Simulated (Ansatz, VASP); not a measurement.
# MgO: VASP beside Ansatz

```
Mg O
1.0
     0.00000    2.13515    2.13515
     2.13515    0.00000    2.13515
     2.13515    2.13515    0.00000
Mg O
1 1
Direct
  0.00000 0.00000 0.00000
  0.50000 0.50000 0.50000
```

Alike in both runs: task single point; functional LDA; k mesh 8 × 8 × 8; occupations gaussian, width 0.1 eV; no spin polarisation.

|  | VASP | Ansatz |
| --- | --- | --- |
| version | VASP 6.6.1 | Ansatz 0.2.0 |
| potentials or method | VASP PAW LDA potentials, release 64 (Mg_sv, O), cutoff 840 eV | scalar-relativistic, plane waves, PAW |
| valence electrons in the cell | 16 | 16 |

|  | VASP | Ansatz | Ansatz less VASP |
| --- | --- | --- | --- |
| gap on the k mesh at the Fermi level (eV) | 4.28 | 4.27 | -0.013 |
| least direct gap on the mesh (eV) | 4.28 | 4.27 | -0.013 |
| pressure (GPa) | -11.2 | -11.6 | -0.37 |

LDA's correlation is that of Perdew and Zunger in VASP and of Perdew and Wang (1992) in Ansatz.
